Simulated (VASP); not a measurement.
# Ta (Fmmm) in VASP: further runs

The runs below take Ta through single point, with PBE.

All numbers are computed with VASP 6.6.1; they aren't measurements. Logs are shortened: lines on timing, memory, paths and dates and some standing lists are left out, and cuts for length are marked.

## 1. The cell of the first run

The typed cell holds 2 atoms: a = 2.851 Å, b = 3.294 Å, c = 4.651 Å, α = 90.00°, β = 90.00°, γ = 125.29°.

## 2. Single point, PBE

File INCAR:

```
PREC = Accurate ; ENCUT = 520
EDIFF = 1E-6 ; ISMEAR = -1
SIGMA = 0.05 ; LREAL = F
LASPH = T ; NELM = 100
ALGO = Fast ; ISIF = 2
LWAVE = F ; LCHARG = F
GGA = PE ; NBANDS = 18
```

File KPOINTS:

```
regular mesh
0
Gamma
  11 11 5
```

File POSCAR:

```
Ta
1.0
    2.8387955237     -0.2629585337      0.0000273841
   -1.6471265377      2.8528451599     -0.0000033451
    0.0000487778      0.0000212816      4.6505374027
Ta
2
Direct
    0.4999981442      0.2499992983      0.7500017292
    0.5000018558      0.7500007017      0.2499982708
```

Potentials or basis: VASP PAW PBE potentials, release 64 (Ta_pv).

On the command line:

```sh
$ cat potpaw_PBE.64/Ta_pv/POTCAR > POTCAR
$ mpirun -np 1 vasp_std > vasp.out
```

OUTCAR:

```text
PREC = Accurate
   ENCUT = 520
   EDIFF = 1E-6
   ISMEAR = -1
   LREAL = F
   LASPH = T
   NELM = 100
   ISIF = 2
   GGA = PE

 ion  position               nearest neighbor table
   1  0.500  0.250  0.750-   2 2.85   2 2.85   2 2.85   2 2.85   2 3.29   2 3.29   2 3.29   2 3.29

   2  0.500  0.750  0.250-   1 2.85   1 2.85   1 2.85   1 2.85   1 3.29   1 3.29   1 3.29   1 3.29

  LATTYP: Found a simple monoclinic cell.
 ALAT       =     3.2941996505
 B/A-ratio  =     1.4117351394
 C/A-ratio  =     1.6579915828
 COS(beta)  =    -0.9047001771

  Lattice vectors:

 A1 = (  -1.6471265377,   2.8528451599,  -0.0000033451)
 A2 = (  -0.0000487778,  -0.0000212816,  -4.6505374027)
 A3 = (   0.4554575517,  -5.4427317861,  -0.0000206939)

Analysis of symmetry for initial positions (statically):
=====================================================================
 Subroutine PRICEL returns following result:

  LATTYP: Found a base centered monoclinic cell.
 ALAT       =     4.6505374030
 B/A-ratio  =     0.7083461800
 C/A-ratio  =     1.5812687721
 COS(beta)  =    -0.9486146211

  Lattice vectors:

 A1 = (   0.8235365682,  -1.4264292171,  -2.3252831122)
 A2 = (  -0.8235853460,   1.4264079355,  -2.3252542905)
 A3 = (   2.0153077333,   1.1634919650,   6.9758478990)

   2 primitive cells build up your supercell.

 Routine SETGRP: Setting up the symmetry group for a
 simple monoclinic supercell.

 Subroutine GETGRP returns: Found  4 space group operations
 (whereof  2 operations were pure point group operations)
 out of a pool of  4 trial point group operations.

The static configuration has the point symmetry S_2 .
 The point group associated with its full space group is C_2h.

Analysis of symmetry for dynamics (positions and initial velocities):
=====================================================================
 Subroutine PRICEL returns following result:

  LATTYP: Found a base centered monoclinic cell.
 ALAT       =     4.6505374030
 B/A-ratio  =     0.7083461800
 C/A-ratio  =     1.5812687721
 COS(beta)  =    -0.9486146211

  Lattice vectors:

 A1 = (   0.8235365682,  -1.4264292171,  -2.3252831122)
 A2 = (  -0.8235853460,   1.4264079355,  -2.3252542905)
 A3 = (   2.0153077333,   1.1634919650,   6.9758478990)

   2 primitive cells build up your supercell.

 Routine SETGRP: Setting up the symmetry group for a
 simple monoclinic supercell.

 Subroutine GETGRP returns: Found  4 space group operations
 (whereof  2 operations were pure point group operations)
 out of a pool of  4 trial point group operations.

The dynamic configuration has the point symmetry S_2 .
 The point group associated with its full space group is C_2h.

 Subroutine INISYM returns: Found  4 space group operations
 (whereof  2 operations are pure point group operations),
 and found     2 'primitive' translations

----------------------------------------------------------------------------------------

                                     Primitive cell

  volume of cell :      17.8243

  direct lattice vectors                    reciprocal lattice vectors
     0.823536568 -1.426429217 -2.325283112     0.710030217  0.059418929 -0.215036632
    -0.823585346  1.426407936 -2.325254290     0.406472573  0.585212541 -0.215035854
     2.015307733  1.163491965  6.975847899     0.372165994  0.214874783 -0.000004887

  length of vectors
     2.849535812  2.849515737  7.353749569     0.744254172  0.744267485  0.429742597

  position of ions in fractional coordinates (direct lattice)
     0.999996288  0.999998144  0.499998144

  ion indices of the primitive-cell ions
   primitive index   ion index
                 1           1

----------------------------------------------------------------------------------------

 KPOINTS: regular mesh

Automatic generation of k-mesh.
 Grid dimensions read from file:
 generate k-points for:   11   11    5

 Generating k-lattice:

  Cartesian coordinates                     Fractional coordinates (reciprocal lattice)
     0.033833272  0.019534071 -0.000000444     0.090909091  0.000000000  0.000000000
     0.003118553  0.033666651 -0.000000187     0.000000000  0.090909091 -0.000000000
    -0.000000433 -0.000000200  0.043005782     0.000000000  0.000000000  0.200000000

  Length of vectors
     0.039067509  0.033810778  0.043005782

  Shift w.r.t. Gamma in fractional coordinates (k-lattice)
     0.000000000  0.000000000  0.000000000

 Subroutine IBZKPT returns following result:
 ===========================================

 Found    183 irreducible k-points:

 Following reciprocal coordinates:
            Coordinates               Weight
  0.000000  0.000000  0.000000      1.000000
  0.090909 -0.000000  0.000000      2.000000
  0.181818  0.000000 -0.000000      2.000000
  0.272727  0.000000  0.000000      2.000000
  0.363636  0.000000 -0.000000      2.000000
  0.454545  0.000000  0.000000      2.000000
[... 16 lines left out ...]
  0.454545  0.181818  0.000000      2.000000
 -0.454545  0.181818 -0.000000      2.000000
 [... further k-points ...]
   k-points           NKPTS =    183   k-points in BZ     NKDIM =    183   number of bands    NBANDS=     18
   number of dos      NEDOS =    301   number of ions     NIONS =      2
   total plane-waves  NPLWV =  24192
   dimension x,y,z NGX =    24 NGY =   28 NGZ =   36
   dimension x,y,z NGXF=    48 NGYF=   56 NGZF=   72
   ions per type =               2
   NGX,Y,Z   is equivalent  to a cutoff of  14.00, 14.13, 12.87 a.u.
   NGXF,Y,Z  is equivalent  to a cutoff of  27.99, 28.26, 25.74 a.u.
 SYSTEM =  unknown system
   PREC   = accura    normal or accurate (medium, high low for compatibility)
   ISTART =      0    job   : 0-new  1-cont  2-samecut
   ICHARG =      2    charge: 1-file 2-atom 10-const
   ISPIN  =      1    spin polarized calculation?
   LNONCOLLINEAR =      F non collinear calculations
   LSORBIT =      F    spin-orbit coupling
   LASPH  =      T    aspherical Exc in radial PAW
   ENCUT  =  520.0 eV  38.22 Ry    6.18 a.u.   5.30  6.13  8.65*2*pi/ulx,y,z
   NELM   =    100;   NELMIN=  2; NELMDL= -5     # of ELM steps
   EDIFF  = 0.1E-05   stopping-criterion for ELM
   LREAL  =      F    real-space projection
[... 7 lines left out ...]
   TEBEG  =    0.0;   TEEND  =   0.0 temperature during run
   PSTRESS=    0.0 pullay stress
   NELECT =      22.0000    total number of electrons
   NUPDOWN=      -1.0000    fix difference up-down
   EMIN   =  10.00;   EMAX   =-10.00  energy-range for DOS
   EFERMI =   0.00;   METHOD = LEGACY
   ISMEAR =    -1;   SIGMA  =   0.05  broadening in eV -4-tet -1-fermi 0-gaus
   EFERMI_NEDOS =   21; number of points for ismear=-14 and -15
   IALGO  =     68    algorithm
   IMIX   =      4    mixing-type and parameters
     AMIX     =   0.40;   BMIX     =  1.00
     AMIX_MAG =   1.60;   BMIX_MAG =  1.00
  volume/ion in A,a.u.               =      17.82       120.28
  Fermi-wavevector in a.u.,A,eV,Ry     =   1.393801  2.633902 26.431791  1.942682
  Thomas-Fermi vector in A             =   2.517412
   LORBIT       =      0    0 simple, 1 ext, 2 COOP (PROOUT), +10 PAW based schemes
   GGA     = PE    functional components
   LHFCALC =     F    Hartree Fock is set to
   AEXX    =    0.0000 exact exchange contribution
   IVDW    =     0    specifies the selected vdW correction
   LEPSILON=     F    determine dielectric tensor
   LRPA    =     F    only Hartree local field effects (RPA)
 non-spin polarized calculation
 RMM-DIIS sequential band-by-band and
  energy-cutoff  :      520.00
  volume of cell :       35.65
 maximum number of plane-waves:       974
 NGX is ok and might be reduce to    24
   NGX = 11   NGY = 13   NGZ = 17

 number of electron      22.0000004 magnetization

 Free energy of the ion-electron system (eV)
  ---------------------------------------------------
  ext. energy  EPLUGINS =         0.00000000
  ---------------------------------------------------
  free energy    TOTEN  =       -23.61867078 eV

  energy without entropy =      -23.59798879  energy(sigma->0) =      -23.60832978

 E-fermi :   5.5757     XC(G=0): -12.6709

 val. band max:        5.5683175948   @ k =  -0.4545   0.0909   0.2000
 cond. band min:       5.5766683445   @ k =   0.3636   0.1818   0.4000
 fundamental gap:      0.0083507497
 Fermi energy:         5.5757420655

 k-point     1 :       0.0000    0.0000    0.0000
  band No.  band energies     occupation
      1     -28.6724      2.00000
      2     -27.8481      2.00000
      3     -27.4623      2.00000
      4     -27.4566      2.00000
      5     -27.4538      2.00000
      6     -27.4536      2.00000
[... 10 lines left out ...]
     17      10.5478      0.00000
     18      13.4815      0.00000

 k-point     2 :       0.0909   -0.0000    0.0000
  band No.  band energies     occupation
      1     -28.6440      2.00000
      2     -27.8856      2.00000
      3     -27.5583      2.00000
      4     -27.5327      2.00000
      5     -27.4860      2.00000
      6     -27.4573      2.00000
[... 10 lines left out ...]
     17      11.4563      0.00000
     18      13.3972      0.00000

 k-point     3 :       0.1818    0.0000   -0.0000
  band No.  band energies     occupation
      1     -28.5670      2.00000
      2     -27.9846      2.00000
      3     -27.8311      2.00000
      4     -27.7177      2.00000
      5     -27.5713      2.00000
      6     -27.4591      2.00000
[... 10 lines left out ...]
     17      12.8625      0.00000
     18      13.1776      0.00000

 k-point     4 :       0.2727    0.0000    0.0000
  band No.  band energies     occupation
      1     -28.4646      2.00000
      2     -28.1723      2.00000
      3     -28.1117      2.00000
      4     -27.9518      2.00000
      5     -27.6811      2.00000
      6     -27.4617      2.00000
[... 375 lines left out ...]
      4     -28.1788      2.00000
      5     -27.8983      2.00000
      6     -27.5613      2.00000
[... 10 lines left out ...]
     17      13.0269      0.00000
     18      14.3691      0.00000

 k-point    23 :       0.4545    0.1818    0.0000
  band No.  band energies     occupation
      1     -28.5577      2.00000
      2     -28.3275      2.00000
      3     -28.2415      2.00000
      4     -28.1788      2.00000
      5     -27.8983      2.00000
      6     -27.5613      2.00000
[... 10 lines left out ...]
     17      13.0267      0.00000
     18      14.3690      0.00000

 k-point    24 :      -0.4545    0.1818   -0.0000
  band No.  band energies     occupation
      1     -28.4493      2.00000
      2     -28.3552      2.00000
      3     -28.2951      2.00000
      4     -27.9930      2.00000
      5     -27.8050      2.00000
      6     -27.5551      2.00000
[... 10 lines left out ...]
     17      12.7921      0.00000
     18      15.5349      0.00000

 [... further k-points ...]
[... 5 lines left out ...]
  --------------------------------------------------------------------------------------
  -------------------------------------------------------------------------------------
  Total        1.1449965      1.1471627      1.1473257     -0.0008305      0.0000106      0.0000236
  in kB       51.4600377     51.5573939     51.5647202     -0.0373268      0.0004751      0.0010592
  external PRESSURE =      51.5273840 kB  Pullay stress =       0.0000000 kB

 VOLUME and BASIS-vectors are now :
 -----------------------------------------------------------------------------
  energy-cutoff  :      520.00
  volume of cell :       35.65
      direct lattice vectors                 reciprocal lattice vectors
     2.838795524 -0.262958534  0.000027384     0.372165994  0.214874783 -0.000004887
    -1.647126538  2.852845160 -0.000003345     0.034304078  0.370333158 -0.000002055
     0.000048778  0.000021282  4.650537403    -0.000002167 -0.000000999  0.215028912

 POSITION                                       TOTAL-FORCE (eV/Angst)
 -----------------------------------------------------------------------------------
      1.00765      0.58175      3.48792        -0.000000      0.000000      0.000000
      0.18407      2.00816      1.16264         0.000000     -0.000000     -0.000000
 -----------------------------------------------------------------------------------
    total drift:                                0.001280     -0.002460      0.004034

  FREE ENERGIE OF THE ION-ELECTRON SYSTEM (eV)
  ---------------------------------------------------
  free  energy   TOTEN  =       -23.6186707776 eV

  energy  without entropy=      -23.5979887900  energy(sigma->0) =      -23.60832978
```

It took 2.5 min on 1 thread of Intel Xeon 8259CL, shared host; peak memory 0.23 GiB.

Results:

- Free energy: -23.6187 eV
- Pressure: 5.2 GPa
- Band gap on the k mesh: zero (bands 11 and 12 overlap by 2.34 eV)

Levels at points of the mesh, in eV from the Fermi level:
```
           k point  band 7  band 8  band 9  band 10  band 11  band 12  band 13  band 14  band 15  band 16
(0.00, 0.00, 0.00)   -7.96   -4.43   -1.58     0.72     0.74     0.74     1.64     3.94     4.03     4.06
```

Caveat: the cell stands under pressure; spin-orbit coupling is left out, which moves the levels of the heavy elements.

## 3. Single point, PBE

This run uses another cell than the first one, of 18.08 Å³/atom.

File INCAR:

```
SYSTEM = Ta
PREC = Accurate
ENCUT = 520
EDIFF = 1E-6
ISMEAR = -1
SIGMA = 0.05
LREAL = .FALSE.
LASPH = .TRUE.
NELM = 100
ALGO = Fast
ISIF = 2
LWAVE = .FALSE.
LCHARG = .FALSE.
GGA = PE
NBANDS = 18
```

File KPOINTS:

```
regular mesh
0
G
  11 11 5
  0 0 0
```

File POSCAR:

```
Ta
1.0
    2.8531990376     -0.2627764197      0.0000208403
   -1.6541705793      2.8651191720     -0.0000004992
    0.0000371217      0.0000204054      4.6728555930
Ta
2
Direct
    0.5000001497      0.2499999247      0.7500001430
    0.4999998503      0.7500000753      0.2499998570
```

Potentials or basis: VASP PAW PBE potentials, release 64 (Ta_pv).

On the command line:

```sh
$ cat potpaw_PBE.64/Ta_pv/POTCAR > POTCAR
$ mpirun -np 1 vasp_std > vasp.out
```

OUTCAR:

```text
SYSTEM = Ta
   PREC = Accurate
   ENCUT = 520
   EDIFF = 1E-6
   ISMEAR = -1
   LREAL = .FALSE.
   LASPH = .TRUE.
   NELM = 100
   ISIF = 2
   GGA = PE

 ion  position               nearest neighbor table
   1  0.500  0.250  0.750-   2 2.86   2 2.86   2 2.86   2 2.86   2 3.31   2 3.31   2 3.31   2 3.31

   2  0.500  0.750  0.250-   1 2.86   1 2.86   1 2.86   1 2.86   1 3.31   1 3.31   1 3.31   1 3.31

  LATTYP: Found a simple monoclinic cell.
 ALAT       =     3.3083512775
 B/A-ratio  =     1.4124423924
 C/A-ratio  =     1.6583356509
 COS(beta)  =    -0.9045196727

  Lattice vectors:

 A1 = (  -1.6541705793,   2.8651191720,  -0.0000004992)
 A2 = (   0.0000371217,   0.0000204054,   4.6728555930)
 A3 = (   4.5073696169,  -3.1278955917,   0.0000213395)

Analysis of symmetry for initial positions (statically):
=====================================================================
 Subroutine PRICEL returns following result:

  LATTYP: Found a base centered monoclinic cell.
 ALAT       =     4.6728555932
 B/A-ratio  =     0.7079930515
 C/A-ratio  =     0.7075741261
 COS(beta)  =    -0.7066267002

[... 183 lines left out ...]
 Free energy of the ion-electron system (eV)
  ---------------------------------------------------
  ext. energy  EPLUGINS =         0.00000000
  ---------------------------------------------------
  free energy    TOTEN  =       -23.63053886 eV

  energy without entropy =      -23.60900578  energy(sigma->0) =      -23.61977232

 E-fermi :   5.4581     XC(G=0): -12.5969

 val. band max:        5.4578332397   @ k =  -0.1818   0.0909   0.4000
 cond. band min:       5.4627033519   @ k =   0.3636   0.1818   0.4000
 fundamental gap:      0.0048701122
 Fermi energy:         5.4581492610

 k-point     1 :       0.0000    0.0000    0.0000
  band No.  band energies     occupation
      1     -28.7926      2.00000
      2     -28.0077      2.00000
      3     -27.6373      2.00000
      4     -27.6316      2.00000
      5     -27.6304      2.00000
      6     -27.6302      2.00000
[... 481 lines left out ...]
      5     -27.9646      2.00000
      6     -27.7249      2.00000
[... 10 lines left out ...]
     17      12.5472      0.00000
     18      15.2438      0.00000

 [... further k-points ...]
[... 5 lines left out ...]
  --------------------------------------------------------------------------------------
  -------------------------------------------------------------------------------------
  Total        0.4839316      0.4865147      0.4820800     -0.0024395      0.0000042      0.0000075
  in kB       21.4371416     21.5515672     21.3551171     -0.1080669      0.0001844      0.0003342
  external PRESSURE =      21.4479420 kB  Pullay stress =       0.0000000 kB

 VOLUME and BASIS-vectors are now :
 -----------------------------------------------------------------------------
  energy-cutoff  :      520.00
  volume of cell :       36.17
      direct lattice vectors                 reciprocal lattice vectors
     2.853199038 -0.262776420  0.000020840     0.370166694  0.213714969 -0.000003874
    -1.654170579  2.865119172 -0.000000499     0.033950099  0.368626640 -0.000001879
     0.000037122  0.000020405  4.672855593    -0.000001647 -0.000000914  0.214001905

 POSITION                                       TOTAL-FORCE (eV/Angst)
 -----------------------------------------------------------------------------------
      1.01309      0.58491      3.50465         0.000000     -0.000000      0.000000
      0.18598      2.01746      1.16822        -0.000000      0.000000     -0.000000
 -----------------------------------------------------------------------------------
    total drift:                                0.000107     -0.000207      0.000002

  FREE ENERGIE OF THE ION-ELECTRON SYSTEM (eV)
  ---------------------------------------------------
  free  energy   TOTEN  =       -23.6305388578 eV

  energy  without entropy=      -23.6090057815  energy(sigma->0) =      -23.61977232
```

stdout:

```text
POSCAR found type information on POSCAR Ta
 POSCAR found :  1 types and       2 ions
 scaLAPACK will be used
 LDA part: xc-table for (Slater+PW92), standard interpolation
 POSCAR, INCAR and KPOINTS ok, starting setup
 FFT: planning ... GRIDC
 FFT: planning ... GRID_SOFT
 FFT: planning ... GRID
 WAVECAR not read
 entering main loop
```

Run time: 2.3 min. Hardware: 1 thread of Intel Xeon 8259CL, shared host; peak memory 0.23 GiB.

Results:

```yaml
Free_energy: -23.6305 eV
Pressure: 2.1 GPa
Band_gap_on_the_k_mesh: zero (bands 11 and 12 overlap by 2.25 eV)
```

Levels at points of the mesh, in eV from the Fermi level:
```
           k point  band 7  band 8  band 9  band 10  band 11  band 12  band 13  band 14  band 15  band 16
(0.00, 0.00, 0.00)   -7.91   -4.36   -1.53     0.72     0.74     0.74     1.58     3.87     3.99     4.00
```

Caveat: spin-orbit coupling is left out, which moves the levels of the heavy elements.
